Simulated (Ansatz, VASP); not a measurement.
One calculation of V, two programs

INCAR

```
SYSTEM = V
PREC = Accurate
ENCUT = 520
EDIFF = 1E-8
ISMEAR = -1
SIGMA = 0.03
LREAL = .False.
LASPH = .True.
NELM = 150
ALGO = Normal
ISIF = 2
LWAVE = .False.
LCHARG = .False.
ISPIN = 2
MAGMOM = 1.5
LORBIT = 11
LMAXMIX = 4
GGA = PS
LEFG = .True.
NBANDS = 16
```

File KPOINTS:

```
regular mesh
0
Gamma
  19 19 19
  0 0 0
```

File POSCAR:

```
V
1.0
   -1.5426742003      1.5426742003      1.5426742003
    1.5426742003     -1.5426742003      1.5426742003
    1.5426742003      1.5426742003     -1.5426742003
V
1
Direct
    0.0000000000      0.0000000000      0.0000000000
```

Input for Ansatz:

```yaml
crystal:
  lattice:
    - [-1.5426742003, 1.5426742003, 1.5426742003]
    - [1.5426742003, -1.5426742003, 1.5426742003]
    - [1.5426742003, 1.5426742003, -1.5426742003]
  atoms:
    - { symbol: V, position: [0.0, 0.0, 0.0], spin: 1.5 }
magnetization:
  spin_polarized: true
kpoints:
  mp_grid: { grid: [19, 19, 19] }
scf:
  occupations: { method: fermi_dirac, width: 0.03 }
hamiltonian:
  xc: pbesol
  pseudopotentials: { kind: paw }
output:
  forces: true
  stress: true
  eigenvalues: true
  efg: { contact_densities: true }
```

Change from the starting cell: volume scaled by 1.06, PAW files.

Alike in both runs: task electric field gradients; functional PBEsol; k mesh 19 × 19 × 19; occupations fermi-dirac, width 0.03 eV; collinear spin.

```csv
,VASP,Ansatz
version,VASP 6.6.1,Ansatz 0.2.0
potentials or method,"VASP PAW PBE potentials, release 64 (V_sv)","PAW with Ansatz's default frozen-core files, scalar-relativistic"
plane-wave cutoff (eV),520,420
valence electrons in the cell,13,13
```

```csv
,VASP,Ansatz,Ansatz less VASP
pressure (GPa),-19.4,-19.5,-0.16
net moment per atom (μB),0.00,0.00,0.000
```

VASP's potentials were made for PBE, not for PBEsol. Ansatz's warnings: seeded moment not kept.
